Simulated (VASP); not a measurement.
Input of a VASP 6.6.1 run:

File POSCAR:

```
Co
1.0
    2.4201280013      0.0000000000      0.0000000000
   -1.2100640007      2.0958923296      0.0000000000
    0.0000000000      0.0000000000      7.9231214745
Co
4
Direct
    0.6666666667      0.3333333333      0.7500000000
    0.0000000000      0.0000000000      0.5000000000
    0.3333333333      0.6666666667      0.2500000000
    0.0000000000      0.0000000000      0.0000000000
```

INCAR.step1

```
ALGO     = Normal         # electronic algorithm
EDIFF    = 1E-4           # SCF threshold, eV
ENCUT    = 520            # plane-wave cutoff, eV
GGA      = PE             # functional
ISMEAR   = -1             # smearing method
ISPIN    = 2              # spin polarisation
LASPH    = T              # aspherical terms in the spheres
LCHARG   = F              # write CHGCAR
LMAXMIX  = 4              # l up to which the mixer works
LREAL    = F              # projectors in reciprocal space
LWAVE    = T              # write WAVECAR
MAGMOM   = 2 2 2 2        # initial moments
NBANDS   = 30             # bands
NELM     = 150            # most SCF steps
PREC     = Accurate       # precision mode
SIGMA    = 0.05           # smearing width, eV
```

File INCAR.step2:

```
ALGO     = Normal         # electronic algorithm
EDIFF    = 1E-6           # SCF threshold, eV
ENCUT    = 520            # plane-wave cutoff, eV
ISIF     = 2              # what is computed and relaxed
ISMEAR   = -1             # smearing method
ISPIN    = 2              # spin polarisation
ISTART   = 1            
LASPH    = T              # aspherical terms in the spheres
LCHARG   = F              # write CHGCAR
LMAXMIX  = 4              # l up to which the mixer works
LMIXTAU  = T            
LORBIT   = 11             # projections on sites
LREAL    = F              # projectors in reciprocal space
LWAVE    = F              # write WAVECAR
MAGMOM   = 2 2 2 2        # initial moments
METAGGA  = R2SCAN         # meta-GGA
NBANDS   = 30             # bands
NELM     = 150            # most SCF steps
PREC     = Accurate       # precision mode
SIGMA    = 0.05           # smearing width, eV
```

Contents of KPOINTS:

```
k-points
0
Gamma
  12 12 4
```

Potentials or basis: VASP PAW PBE potentials, release 64 (Co).

Command:

```console
$ cat potpaw_PBE.64/Co/POTCAR > POTCAR
$ cp INCAR.step1 INCAR
$ mpirun -np 1 vasp_std > vasp.out
$ cp INCAR.step2 INCAR
$ mpirun -np 1 vasp_std > vasp.out
```

What does it give for the site moments?

Co +1.80, +1.78 (each value once) μB.

Predict the net moment.

6.99 μB per cell.

Stress tensor (GPa, compression positive):
```
16.75  0.00  0.00
 0.00 16.75  0.00
 0.00  0.00 14.81
```

Caveat: the cell stands under pressure; the PAW data sets were made with another functional, which shifts forces and pressure a little.
